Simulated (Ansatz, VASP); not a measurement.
# Ga2PN: VASP beside Ansatz

```
Ga P N
1.0
     3.56403    0.00000    0.00000
     0.00000    3.56403    0.00000
     0.00000    0.00000    5.02360
Ga P N
2 1 1
Cartesian
  0.0000 1.7820 3.9796
  1.7820 0.0000 1.0440
  1.7820 1.7820 2.5118
  0.0000 0.0000 0.0000
```

Change from the starting cell: the structure that the rattled cell fell into.

Alike in both runs: task relaxation of cell and atoms; functional PBE; k mesh 6 × 6 × 4; occupations gaussian, width 0.1 eV; no spin polarisation.

```csv
,VASP,Ansatz
version,VASP 6.6.1,Ansatz 0.2.0
potentials or method,"VASP PAW PBE potentials, release 64 (Ga_d, P, N), cutoff 600 eV","scalar-relativistic, plane waves, PAW"
valence electrons in the cell,36,36
```

```tsv
	VASP	Ansatz	Ansatz less VASP
gap on the k mesh at the Fermi level, each at its own relaxed structure (eV)	none	none	-
relaxed volume (Å³/atom)	15.95	15.95	0.000
relaxed cell length with the largest relative difference (Å)	5.024	5.024	0.0000
```

A gap of «none» marks a metal or a gap that the smearing closes.

Noted on VASP's run: the relaxation stopped at its first step, so nothing moved.
